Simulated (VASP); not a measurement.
# Ca3AsP (Pm-3m) in VASP: single point with revPBE

Aim: the single point of Ca3AsP with revPBE.

All numbers are computed with VASP 6.6.1; they aren't measurements. Logs are shortened: lines on timing, memory, paths and dates and some standing lists are left out, and cuts for length are marked.

## 1. The cell of the first run

It takes space group Pm-3m (No. 221, cubic). The conventional cell has a = 5.334 Å, b = 5.334 Å, c = 5.334 Å, α = 90.00°, β = 90.00°, γ = 90.00°. Within 3.5 Å of Ca (site symmetry 4/mmm) lie 2 P at 2.67 Å. P (site symmetry m-3m) has 6 Ca at 2.67 Å within 3.5 Å. As (site symmetry m-3m) has 12 Ca at 3.77 Å and 8 P at 4.62 Å within 5.0 Å.

## 2. Single point, revPBE

INCAR reads:

```
SYSTEM = Ca3AsP
PREC = Accurate
ENCUT = 520
EDIFF = 1E-6
ISMEAR = 0
SIGMA = 0.01
LREAL = .False.
LASPH = .True.
NELM = 100
ALGO = Normal
ISIF = 2
LWAVE = .False.
LCHARG = .False.
GGA = RE
NBANDS = 28
```

KPOINTS reads:

```
regular mesh
0
Gamma
  2 2 2
  0 0 0
```

POSCAR reads:

```
Ca3AsP
1.0
    5.3338990000      0.0000000000      0.0000000000
    0.0000000000      5.3338990000      0.0000000000
    0.0000000000      0.0000000000      5.3338990000
Ca P As
3 1 1
Direct
    0.0000000000      0.5000000000      0.5000000000
    0.5000000000      0.0000000000      0.5000000000
    0.5000000000      0.5000000000      0.0000000000
    0.5000000000      0.5000000000      0.5000000000
    0.0000000000      0.0000000000      0.0000000000
```

Potentials or basis: VASP PAW PBE potentials, release 64 (Ca_sv, P, As).

Started as:

```console
> cat potpaw_PBE.64/Ca_sv/POTCAR potpaw_PBE.64/P/POTCAR potpaw_PBE.64/As/POTCAR > POTCAR
> mpirun -np 1 vasp_std > vasp.out
```

OUTCAR:

```text
SYSTEM = Ca3AsP
   PREC = Accurate
   ENCUT = 520
   EDIFF = 1E-6
   ISMEAR = 0
   LREAL = .False.
   LASPH = .True.
   NELM = 100
   ISIF = 2
   GGA = RE

 ion  position               nearest neighbor table
   1  0.000  0.500  0.500-   4 2.67   4 2.67
   2  0.500  0.000  0.500-   4 2.67   4 2.67
   3  0.500  0.500  0.000-   4 2.67   4 2.67
   4  0.500  0.500  0.500-   1 2.67   2 2.67   3 2.67   3 2.67   2 2.67   1 2.67
   5  0.000  0.000  0.000-

  LATTYP: Found a simple cubic cell.
 ALAT       =     5.3338990000

  Lattice vectors:

 A1 = (   5.3338990000,   0.0000000000,   0.0000000000)
 A2 = (   0.0000000000,   5.3338990000,   0.0000000000)
 A3 = (   0.0000000000,   0.0000000000,   5.3338990000)

Analysis of symmetry for initial positions (statically):
=====================================================================
 Subroutine PRICEL returns:
 Original cell was already a primitive cell.

 Routine SETGRP: Setting up the symmetry group for a
 simple cubic supercell.

 Subroutine GETGRP returns: Found 48 space group operations
[... 9 lines left out ...]

 Routine SETGRP: Setting up the symmetry group for a
 simple cubic supercell.

 Subroutine GETGRP returns: Found 48 space group operations
[... 11 lines left out ...]
                                     Primitive cell

  volume of cell :     151.7520

  direct lattice vectors                    reciprocal lattice vectors
     5.333899000  0.000000000  0.000000000     0.187480115  0.000000000  0.000000000
     0.000000000  5.333899000  0.000000000     0.000000000  0.187480115  0.000000000
     0.000000000  0.000000000  5.333899000     0.000000000  0.000000000  0.187480115

  length of vectors
     5.333899000  5.333899000  5.333899000     0.187480115  0.187480115  0.187480115

  position of ions in fractional coordinates (direct lattice)
     0.000000000  0.500000000  0.500000000
     0.500000000  0.000000000  0.500000000
     0.500000000  0.500000000  0.000000000
     0.500000000  0.500000000  0.500000000
     0.000000000  0.000000000  0.000000000

  ion indices of the primitive-cell ions
   primitive index   ion index
                 1           1
                 2           2
                 3           3
                 4           4
                 5           5

----------------------------------------------------------------------------------------

 KPOINTS: regular mesh

Automatic generation of k-mesh.
 Grid dimensions read from file:
 generate k-points for:    2    2    2

 Generating k-lattice:

  Cartesian coordinates                     Fractional coordinates (reciprocal lattice)
     0.093740058  0.000000000  0.000000000     0.500000000  0.000000000  0.000000000
     0.000000000  0.093740058  0.000000000     0.000000000  0.500000000  0.000000000
     0.000000000  0.000000000  0.093740058     0.000000000  0.000000000  0.500000000

  Length of vectors
     0.093740058  0.093740058  0.093740058

  Shift w.r.t. Gamma in fractional coordinates (k-lattice)
     0.000000000  0.000000000  0.000000000

 Subroutine IBZKPT returns following result:
 ===========================================

 Found      4 irreducible k-points:

 Following reciprocal coordinates:
            Coordinates               Weight
  0.000000  0.000000  0.000000      1.000000
  0.500000  0.000000  0.000000      3.000000
  0.500000  0.500000  0.000000      3.000000
  0.500000  0.500000  0.500000      1.000000
   k-points           NKPTS =      4   k-points in BZ     NKDIM =      4   number of bands    NBANDS=     28
   number of dos      NEDOS =    301   number of ions     NIONS =      5
   total plane-waves  NPLWV =  64000
   dimension x,y,z NGX =    40 NGY =   40 NGZ =   40
   dimension x,y,z NGXF=    80 NGYF=   80 NGZF=   80
   ions per type =               3   1   1
   NGX,Y,Z   is equivalent  to a cutoff of  12.47, 12.47, 12.47 a.u.
   NGXF,Y,Z  is equivalent  to a cutoff of  24.93, 24.93, 24.93 a.u.
 SYSTEM =  Ca3AsP
   PREC   = accura    normal or accurate (medium, high low for compatibility)
   ISTART =      0    job   : 0-new  1-cont  2-samecut
   ICHARG =      2    charge: 1-file 2-atom 10-const
   ISPIN  =      1    spin polarized calculation?
   LNONCOLLINEAR =      F non collinear calculations
   LSORBIT =      F    spin-orbit coupling
   LASPH  =      T    aspherical Exc in radial PAW
   ENCUT  =  520.0 eV  38.22 Ry    6.18 a.u.   9.92  9.92  9.92*2*pi/ulx,y,z
   NELM   =    100;   NELMIN=  2; NELMDL= -5     # of ELM steps
   EDIFF  = 0.1E-05   stopping-criterion for ELM
   LREAL  =      F    real-space projection
   EDIFFG = 0.1E-04   stopping-criterion for IOM
   NSW    =      0    number of steps for IOM
   IBRION =     -1    ionic relax: 0-MD 1-quasi-New 2-CG
   NFREE  =      0    steps in history (QN), initial steepest desc. (CG)
   ISIF   =      2    stress and relaxation
   ISYM   =      2    0-nonsym 1-usesym 2-fastsym
   POTIM  = 0.5000    time-step for ionic-motion
   TEBEG  =    0.0;   TEEND  =   0.0 temperature during run
   PSTRESS=    0.0 pullay stress
   NELECT =      40.0000    total number of electrons
   NUPDOWN=      -1.0000    fix difference up-down
   EMIN   =  10.00;   EMAX   =-10.00  energy-range for DOS
   EFERMI =   0.00;   METHOD = LEGACY
   ISMEAR =     0;   SIGMA  =   0.01  broadening in eV -4-tet -1-fermi 0-gaus
   EFERMI_NEDOS =   21; number of points for ismear=-14 and -15
   IALGO  =     38    algorithm
   IMIX   =      4    mixing-type and parameters
     AMIX     =   0.40;   BMIX     =  1.00
     AMIX_MAG =   1.60;   BMIX_MAG =  1.00
  volume/ion in A,a.u.               =      30.35       204.81
  Fermi-wavevector in a.u.,A,eV,Ry     =   1.049663  1.983576 14.990806  1.101793
  Thomas-Fermi vector in A             =   2.184635
   LORBIT       =      0    0 simple, 1 ext, 2 COOP (PROOUT), +10 PAW based schemes
   GGA     = RE    functional components
   LHFCALC =     F    Hartree Fock is set to
   AEXX    =    0.0000 exact exchange contribution
   IVDW    =     0    specifies the selected vdW correction
   LEPSILON=     F    determine dielectric tensor
   LRPA    =     F    only Hartree local field effects (RPA)
 non-spin polarized calculation
 Gauss-broadening in eV      SIGMA  =   0.01
  energy-cutoff  :      520.00
  volume of cell :      151.75
 maximum number of plane-waves:      4116
 NGX is ok and might be reduce to    40
   NGX = 19   NGY = 19   NGZ = 19

 number of electron      39.9999982 magnetization

 Free energy of the ion-electron system (eV)
  ---------------------------------------------------
  ext. energy  EPLUGINS =         0.00000000
  ---------------------------------------------------
  free energy    TOTEN  =       -18.44951550 eV

  energy without entropy =      -18.44951550  energy(sigma->0) =      -18.44951550

 E-fermi :   2.9737     XC(G=0):  -8.3030

 val. band max:        2.8421085303   @ k =   0.0000   0.0000   0.0000
 cond. band min:       3.0428881090   @ k =   0.0000   0.0000   0.0000
 fundamental gap:      0.2007795787
 Fermi energy:         2.9736786296

 k-point     1 :       0.0000    0.0000    0.0000
  band No.  band energies     occupation
      1     -38.5858      2.00000
      2     -38.5614      2.00000
      3     -38.5614      2.00000
      4     -19.6432      2.00000
      5     -19.6432      2.00000
      6     -19.6432      2.00000
[... 20 lines left out ...]
     27       6.2532      0.00000
     28       6.2533      0.00000

 k-point     2 :       0.5000    0.0000    0.0000
  band No.  band energies     occupation
      1     -38.5777      2.00000
      2     -38.5694      2.00000
      3     -38.5614      2.00000
      4     -19.6157      2.00000
      5     -19.6157      2.00000
      6     -19.6034      2.00000
[... 20 lines left out ...]
     27       5.8709      0.00000
     28       6.2194      0.00000

 k-point     3 :       0.5000    0.5000    0.0000
  band No.  band energies     occupation
      1     -38.5695      2.00000
      2     -38.5693      2.00000
      3     -38.5693      2.00000
      4     -19.6479      2.00000
      5     -19.6192      2.00000
      6     -19.5908      2.00000
[... 20 lines left out ...]
     27       6.3182      0.00000
     28       6.3377      0.00000

 k-point     4 :       0.5000    0.5000    0.5000
  band No.  band energies     occupation
      1     -38.5693      2.00000
      2     -38.5693      2.00000
      3     -38.5693      2.00000
      4     -19.7099      2.00000
      5     -19.6474      2.00000
      6     -19.6474      2.00000
[... 20 lines left out ...]
     27       5.7257      0.00000
     28       6.8220      0.00000

------------------------ aborting loop because EDIFF is reached ----------------------------------------

  FORCE on cell =-STRESS in cart. coord.  units (eV):
  Direction    XX          YY          ZZ          XY          YZ          ZX
  --------------------------------------------------------------------------------------
  -------------------------------------------------------------------------------------
  Total        1.5427541      1.5427541      1.5427541     -0.0000000      0.0000000      0.0000000
  in kB       16.2881943     16.2881943     16.2881943     -0.0000000      0.0000000      0.0000000
  external PRESSURE =      16.2881943 kB  Pullay stress =       0.0000000 kB

 VOLUME and BASIS-vectors are now :
 -----------------------------------------------------------------------------
  energy-cutoff  :      520.00
  volume of cell :      151.75
      direct lattice vectors                 reciprocal lattice vectors
     5.333899000  0.000000000  0.000000000     0.187480115  0.000000000  0.000000000
     0.000000000  5.333899000  0.000000000     0.000000000  0.187480115  0.000000000
     0.000000000  0.000000000  5.333899000     0.000000000  0.000000000  0.187480115

 POSITION                                       TOTAL-FORCE (eV/Angst)
 -----------------------------------------------------------------------------------
      0.00000      2.66695      2.66695         0.000000      0.000000      0.000000
      2.66695      0.00000      2.66695         0.000000      0.000000      0.000000
      2.66695      2.66695      0.00000         0.000000      0.000000      0.000000
      2.66695      2.66695      2.66695         0.000000      0.000000      0.000000
      0.00000      0.00000      0.00000         0.000000      0.000000      0.000000
 -----------------------------------------------------------------------------------
    total drift:                               -0.000000     -0.000000     -0.000000

  FREE ENERGIE OF THE ION-ELECTRON SYSTEM (eV)
  ---------------------------------------------------
  free  energy   TOTEN  =       -18.4495155037 eV

  energy  without entropy=      -18.4495155037  energy(sigma->0) =      -18.44951550
```

Wall time 12 s (1 thread of Intel Xeon 6975P-C (Granite Rapids), shared host); peak memory 0.24 GiB.

Results:

```
Free energy            : -18.4495 eV
Pressure               : 1.6 GPa
Band gap on the k mesh : 0.20 eV, direct
```

Levels at points of the mesh, in eV from the valence-band top:
```csv
k point,band 18,band 19,band 20,band 21,band 22,band 23
"(0.00, 0.00, 0.00)",0.00,0.00,0.00,0.20,0.86,0.86
"(0.50, 0.00, 0.00)",-1.80,-0.81,-0.81,1.26,1.47,1.73
"(0.50, 0.50, 0.00)",-1.15,-1.15,-0.77,1.79,1.79,1.90
"(0.50, 0.50, 0.50)",-1.39,-1.39,-1.39,2.11,2.11,2.11
```

Caveat: the k points lie up to 0.59 Å⁻¹ apart; the PAW data sets were made with another functional, which shifts forces and pressure a little.
